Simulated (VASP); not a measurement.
# Ti5H in VASP: further runs, part 2 of 2

VASP 6.6.1.

### 3 Single point, PBE

The input, INCAR:

```
ALGO = Normal
DIPOL = 0.5 0.5 0.393
EDIFF = 1E-6
ENCUT = 520
GGA = PE
IDIPOL = 3
ISIF = 2
ISMEAR = 0
LASPH = True
LCHARG = False
LDIPOL = True
LREAL = False
LWAVE = False
NBANDS = 40
NELM = 80
PREC = Accurate
SIGMA = 0.1
```

The input, KPOINTS:

```
k-points
0
Gamma
  9 9 1
```

The input, POSCAR:

```
Ti5H
1.0
    2.9381632086      0.0000000000      0.0000000000
   -1.4690816043      2.5445239791      0.0000000000
    0.0000000000      0.0000000000     24.7117068140
Ti H
5 1
Direct
    0.6666666667      0.3333333333      0.1618666015
    0.3333333333      0.6666666667      0.2559609806
    0.6666666667      0.3333333333      0.3506708119
    0.3333333333      0.6666666667      0.4475655916
    0.6666666667      0.3333333333      0.5346335206
    0.6666666667      0.3333333333      0.6061564071
```

Potentials or basis: VASP PAW PBE potentials, release 64 (Ti_sv, H).

The run is started by

```bash
$ cat potpaw_PBE.64/Ti_sv/POTCAR potpaw_PBE.64/H/POTCAR > POTCAR
$ mpirun -np 1 vasp_std > vasp.out
```

OUTCAR:

```text
EDIFF = 1E-6
   ENCUT = 520
   GGA = PE
   ISIF = 2
   ISMEAR = 0
   LASPH = True
   LREAL = False
   NELM = 80
   PREC = Accurate

 ion  position               nearest neighbor table
   1  0.667  0.333  0.162-   2 2.88   2 2.88   2 2.88
   2  0.333  0.667  0.256-   1 2.88   1 2.88   1 2.88   3 2.89   3 2.89   3 2.89
   3  0.667  0.333  0.351-   2 2.89   2 2.89   2 2.89
   4  0.333  0.667  0.448-   5 2.74   5 2.74   5 2.74
   5  0.667  0.333  0.535-   6 1.77   4 2.74   4 2.74   4 2.74
   6  0.667  0.333  0.606-   5 1.77

  LATTYP: Found a hexagonal cell.
 ALAT       =     2.9381632086
 C/A-ratio  =     8.4105970498

  Lattice vectors:

 A1 = (   2.9381632086,   0.0000000000,   0.0000000000)
 A2 = (  -1.4690816043,   2.5445239791,   0.0000000000)
 A3 = (   0.0000000000,   0.0000000000,  24.7117068140)

Analysis of symmetry for initial positions (statically):
=====================================================================
 Subroutine PRICEL returns:
 Original cell was already a primitive cell.

 Routine SETGRP: Setting up the symmetry group for a
 hexagonal supercell.

 Subroutine GETGRP returns: Found  6 space group operations
 (whereof  6 operations were pure point group operations)
 out of a pool of 24 trial point group operations.

The static configuration has the point symmetry C_3v.

Analysis of symmetry for dynamics (positions and initial velocities):
=====================================================================
 Subroutine PRICEL returns:
 Original cell was already a primitive cell.

 Routine SETGRP: Setting up the symmetry group for a
 hexagonal supercell.

 Subroutine GETGRP returns: Found  6 space group operations
 (whereof  6 operations were pure point group operations)
 out of a pool of 24 trial point group operations.

The dynamic configuration has the point symmetry C_3v.

 Subroutine INISYM returns: Found  6 space group operations
[... 120 lines left out ...]
   IVDW    =     0    specifies the selected vdW correction
   LEPSILON=     F    determine dielectric tensor
   LRPA    =     F    only Hartree local field effects (RPA)
 non-spin polarized calculation
 Gauss-broadening in eV      SIGMA  =   0.10
  energy-cutoff  :      520.00
  volume of cell :      184.75
 maximum number of plane-waves:      5059
 NGX is ok and might be reduce to    24
   NGX = 11   NGY = 11   NGZ = 91

 dipolmoment           0.000000      0.000000     -0.028815 electrons x Angstroem

 number of electron      60.9999991 magnetization

 dipolmoment           0.000000      0.000000      0.082933 electrons x Angstroem

 Free energy of the ion-electron system (eV)
  ---------------------------------------------------
  ext. energy  EPLUGINS =         0.00000000
  ---------------------------------------------------
  free energy    TOTEN  =       -40.04929823 eV

  energy without entropy =      -39.99742645  energy(sigma->0) =      -40.02336234

 E-fermi :   1.1936     XC(G=0):  -6.3856

 val. band max:        1.1790481874   @ k =   0.3333   0.3333   0.0000
 cond. band min:       1.1999634516   @ k =   0.3333   0.1111   0.0000
 fundamental gap:      0.0209152641
 Fermi energy:         1.1935720989

 k-point     1 :       0.0000    0.0000    0.0000
  band No.  band energies     occupation
      1     -55.7800      2.00000
      2     -55.7747      2.00000
      3     -55.6240      2.00000
      4     -55.5820      2.00000
      5     -55.5268      2.00000
      6     -32.2802      2.00000
[... 505 lines left out ...]
     39       2.8364      0.00000
     40       3.4569      0.00000

------------------------ aborting loop because EDIFF is reached ----------------------------------------

 vacuum level on the upper side and lower side of the slab       (xc-potential included)         0.818        -1.209

  FORCE on cell =-STRESS in cart. coord.  units (eV):
  Direction    XX          YY          ZZ          XY          YZ          ZX
  --------------------------------------------------------------------------------------
  -------------------------------------------------------------------------------------
  Total       -0.8844207     -0.8844207      0.1017909      0.0000000     -0.0000000      0.0000000
  in kB       -7.6698042     -7.6698042      0.8827432      0.0000000     -0.0000000      0.0000000
  external PRESSURE =      -4.8189550 kB  Pullay stress =       0.0000000 kB

 VOLUME and BASIS-vectors are now :
 -----------------------------------------------------------------------------
  energy-cutoff  :      520.00
  volume of cell :      184.75
      direct lattice vectors                 reciprocal lattice vectors
     2.938163209  0.000000000  0.000000000     0.340348690  0.196500408  0.000000000
    -1.469081604  2.544523979  0.000000000     0.000000000  0.393000816  0.000000000
     0.000000000  0.000000000 24.711706814     0.000000000  0.000000000  0.040466650

 POSITION                                       TOTAL-FORCE (eV/Angst)
 -----------------------------------------------------------------------------------
      1.46908      0.84817      4.00000        -0.000000      0.000000      0.543435
     -0.00000      1.69635      6.32523        -0.000000     -0.000000     -0.541264
      1.46908      0.84817      8.66567         0.000000     -0.000000      0.191752
     -0.00000      1.69635     11.06011         0.000000     -0.000000     -1.072861
      1.46908      0.84817     13.21171        -0.000000      0.000000      0.885697
      1.46908      0.84817     14.97916         0.000000     -0.000000     -0.006759
 -----------------------------------------------------------------------------------
    total drift:                               -0.000000      0.000000     -0.001077

  FREE ENERGIE OF THE ION-ELECTRON SYSTEM (eV)
  ---------------------------------------------------
  free  energy   TOTEN  =       -40.0492982349 eV

  energy  without entropy=      -39.9974264525  energy(sigma->0) =      -40.02336234

 vacuum level on the upper side and lower side of the slab         7.431         5.368
```

OSZICAR:

```text
N       E                     dE             d eps       ncg     rms          rms(c)
DAV:   1     0.794707451720E+03    0.79471E+03   -0.32857E+04  1032   0.162E+03
DAV:   2     0.606256554510E+02   -0.73408E+03   -0.71829E+03   984   0.524E+02
DAV:   3    -0.274439978116E+02   -0.88070E+02   -0.85038E+02  1600   0.161E+02
[... 25 lines left out ...]
DAV:  29    -0.400492731801E+02   -0.35648E-04   -0.72827E-06  1016   0.226E-02    0.852E-03
DAV:  30    -0.400492855184E+02   -0.12338E-04   -0.13906E-06   808   0.725E-03    0.467E-03
DAV:  31    -0.400492958839E+02   -0.10365E-04   -0.12079E-06   800   0.667E-03    0.298E-03
DAV:  32    -0.400492976529E+02   -0.17690E-05   -0.39010E-07   736   0.413E-03    0.206E-03
DAV:  33    -0.400492982349E+02   -0.58196E-06   -0.17009E-07   576   0.334E-03
   1 F= -.40049298E+02 E0= -.40023362E+02  d E =-.518718E-01
```

Run time: 4.3 min. Hardware: 1 thread of Intel Xeon Platinum 8559C (Emerald Rapids), shared host; peak memory 0.34 GiB.

Results:

| Item | Value |
| --- | --- |
| Free energy | -40.0493 eV |
| Largest force | 1.073 eV/Å |
| Band gap on the k mesh | zero (an odd number of electrons rules out a gap without spin polarisation) |

Forces in eV/Å, atoms in the order of the input:
```
Ti   0.000  0.000  0.543
Ti   0.000  0.000 -0.541
Ti   0.000  0.000  0.192
Ti   0.000  0.000 -1.073
Ti   0.000  0.000  0.886
H    0.000  0.000 -0.007
```

### 4 Single point, PBE

The input, INCAR:

```
SYSTEM = Ti5H
ALGO     = Normal         ! electronic algorithm
DIPOL    = 0.5 0.5 0.388
EDIFF    = 1E-6           ! SCF threshold, eV
ENCUT    = 520            ! plane-wave cutoff, eV
GGA      = PE             ! functional
IDIPOL   = 3            
ISIF     = 2              ! what is computed and relaxed
ISMEAR   = 0              ! smearing method
LASPH    = .TRUE.         ! aspherical terms in the spheres
LCHARG   = .FALSE.        ! write CHGCAR
LDIPOL   = .TRUE.       
LREAL    = .FALSE.        ! projectors in reciprocal space
LWAVE    = .FALSE.        ! write WAVECAR
NBANDS   = 40             ! bands
NELM     = 60             ! most SCF steps
PREC     = Accurate       ! precision mode
SIGMA    = 0.1            ! smearing width, eV
```

The input, KPOINTS:

```
k-points
0
G
  9 9 1
  0 0 0
```

Edit POSCAR of step 3 so:

```diff
@@ -13,2 +13,2 @@
     0.6666666667      0.3333333333      0.5346335206
-    0.6666666667      0.3333333333      0.6061564071
+    1.0000000000      1.0000000000      0.5757962357
```

The run is started by

```bash
$ cat potpaw_PBE.64/Ti_sv/POTCAR potpaw_PBE.64/H/POTCAR > POTCAR
$ mpirun -np 1 vasp_std > vasp.out
```

Run time: 3.6 min. Hardware: 1 thread of Intel Xeon Platinum 8559C (Emerald Rapids), shared host; peak memory 0.34 GiB.

The run converged. Its results:

| Property | Result |
| --- | --- |
| Free energy | -41.8191 eV |
| Largest force | 0.559 eV/Å |
| Band gap on the k mesh | zero (an odd number of electrons rules out a gap without spin polarisation) |

Forces on the atoms (eV/Å):
```
Ti   0.000  0.000  0.559
Ti   0.000  0.000 -0.524
Ti   0.000  0.000 -0.031
Ti   0.000  0.000 -0.426
Ti   0.000  0.000  0.402
H    0.000  0.000  0.020
```

Levels at points of the mesh, in eV from the Fermi level:
```
           k point  band 27  band 28  band 29  band 30  band 31  band 32  band 33  band 34
(0.00, 0.00, 0.00)    -0.13     0.12     0.41     0.59     0.59     0.63     0.65     0.65
```

### 5 Single point, PBE

The input, INCAR:

```
PREC     = Accurate       # precision mode
ENCUT    = 520            # plane-wave cutoff, eV
EDIFF    = 1E-7           # SCF threshold, eV
ISMEAR   = 0              # smearing method
SIGMA    = 0.1            # smearing width, eV
LREAL    = False          # projectors in reciprocal space
LASPH    = True           # aspherical terms in the spheres
NELM     = 100            # most SCF steps
ALGO     = Normal         # electronic algorithm
ISIF     = 2              # what is computed and relaxed
LWAVE    = False          # write WAVECAR
LCHARG   = False          # write CHGCAR
LDIPOL   = True         
IDIPOL   = 3            
DIPOL    = 0.5 0.5 0.388
GGA      = PE             # functional
NBANDS   = 40             # bands
```

The input, KPOINTS:

```
regular mesh
0
Gamma
  9 9 1
```

Edit POSCAR of step 4 so:

```diff
@@ -13,2 +13,2 @@
     0.6666666667      0.3333333333      0.5346335206
-    1.0000000000      1.0000000000      0.5757962357
+    1.3333333333      0.6666666667      0.5753738607
```

The run is started by

```bash
$ cat potpaw_PBE.64/Ti_sv/POTCAR potpaw_PBE.64/H/POTCAR > POTCAR
$ mpirun -np 1 vasp_std > vasp.out
```

Run time: 4.7 min. Hardware: 1 thread of Intel Xeon Platinum 8559C (Emerald Rapids), shared host; peak memory 0.34 GiB.

The run converged. Its results:

- Free energy: -41.8182 eV
- Largest force: 0.682 eV/Å
- Band gap on the k mesh: zero (an odd number of electrons rules out a gap without spin polarisation)

Forces on the atoms (eV/Å):
```
Ti   0.000  0.000  0.557
Ti   0.000  0.000 -0.545
Ti   0.000  0.000  0.070
Ti   0.000  0.000 -0.682
Ti   0.000  0.000  0.582
H    0.000  0.000  0.018
```

Levels at points of the mesh, in eV from the Fermi level:
```
           k point  band 28  band 29  band 30  band 31  band 32  band 33
(0.00, 0.00, 0.00)     0.11     0.41     0.55     0.55     0.62     0.66
```

### 6 The runs side by side

```csv
task,cell,atoms held fixed (from 0),gap on the mesh (eV),largest force (eV/Å)
relaxation of the atoms,"atoms relaxed, atomic positions A","[0, 1, 2, 3, 4, 5]",none,-
single point,"as given, atomic positions B",-,none,1.07
single point,"as given, atomic positions C",-,none,0.56
single point,"as given, atomic positions D",-,none,0.68
```

Alike in all rows: level PBE; potentials or basis VASP PAW PBE potentials, release 64 (Ti_sv, H); no spin polarisation; k mesh 9 × 9 × 1; cutoff (eV) 520; smearing gaussian 0.1 eV.

Absolute energies hang on the potentials; compare differences alone.
